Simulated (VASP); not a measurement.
Crystal: C.

```
C
1.0
     1.22803    0.70900    3.34701
    -1.22803    0.70900    3.34701
     0.00000   -1.41800    3.34701
C
2
Direct
  0.16400 0.16400 0.16400
  0.83600 0.83600 0.83600
```

Base run:

```yaml
Program: VASP 6.6.1
Functional: PBE
Potentials_or_basis: VASP PAW PBE potentials, release 64 (C)
Cutoff: 520 eV
k_mesh: 8 × 8 × 8
Occupations: fermi-dirac, width 0.03 eV
Spin: no spin polarisation
```

Its results: band gap on the k mesh 1.42 eV, direct; pressure 4.8 GPa; largest force 0.871 eV/Å.

After a change of settings the same cell gave: band gap on the k mesh 0.58 eV, direct; pressure 4.8 GPa; largest force 0.867 eV/Å. Which change was it?
A. further incar settings from ALGO = Normal; EDIFF = 1e-08; NBANDS = 11 to ALGO = Normal; EDIFF = 1e-06; NBANDS = 11
B. k mesh from 8 × 8 × 8 to 24 × 24 × 24
C. occupations from fermi-dirac, width 0.03 eV to gaussian, width 0.001 eV; further incar settings from ALGO = Normal; EDIFF = 1e-08; NBANDS = 11 to ALGO = Normal; EDIFF = 1e-07; NBANDS = 11
D. k mesh from 8 × 8 × 8 to 17 × 17 × 17

B.
